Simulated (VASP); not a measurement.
Write the native input for VASP 6.6.1 that does the following.

```
Task                   : single point
Functional             : LDA
Potentials or basis    : VASP PAW LDA potentials, release 64 (Li_sv)
Cutoff                 : 520 eV
k mesh                 : 18 × 18 × 18
Occupations            : gaussian, width 0.15 eV
Spin                   : no spin polarisation
Dipole correction      : no
Further INCAR settings : ALGO = Normal; EDIFF = 1e-06; NBANDS = 8
```

The structure of Li lies in POSCAR:

```
Li
1.0
    0.0000000000      2.1359400000      2.2020000000
    2.1359400000      0.0000000000      2.2020000000
    2.1359400000      2.1359400000      0.0000000000
Li
1
Direct
    0.0000000000      0.0000000000      0.0000000000
```

This cell differs from its parent crystal: strain -0.030 along x and y, +0.000 along z.

These files were run (other wordings do the same):

INCAR

```
SYSTEM = Li
PREC = Accurate ; ENCUT = 520
EDIFF = 1E-6 ; ISMEAR = 0
SIGMA = 0.15 ; LREAL = .False.
LASPH = .True. ; NELM = 60
ALGO = Normal ; ISIF = 2
LWAVE = .False. ; LCHARG = .True.
GGA = CA ; LELF = .True.
LVHAR = .True. ; NBANDS = 8
```

KPOINTS

```
Automatic mesh
0
Gamma
  18 18 18
  0 0 0
```

Potentials or basis: VASP PAW LDA potentials, release 64 (Li_sv).

Launch:

```bash
$ cat potpaw_LDA.64/Li_sv/POTCAR > POTCAR
$ mpirun -np 1 vasp_std > vasp.out
```

It gave:

```yaml
Band_gap_on_the_k_mesh: zero (an odd number of electrons rules out a gap without spin polarisation)
```

Caveat: the cell differs from its parent crystal (strain -0.030 along x and y, +0.000 along z).

Wall time 15 s on 1 thread of Intel(R) Xeon(R) 6975P-C (Granite Rapids), with other jobs on the host, peak memory 0.16 GiB.
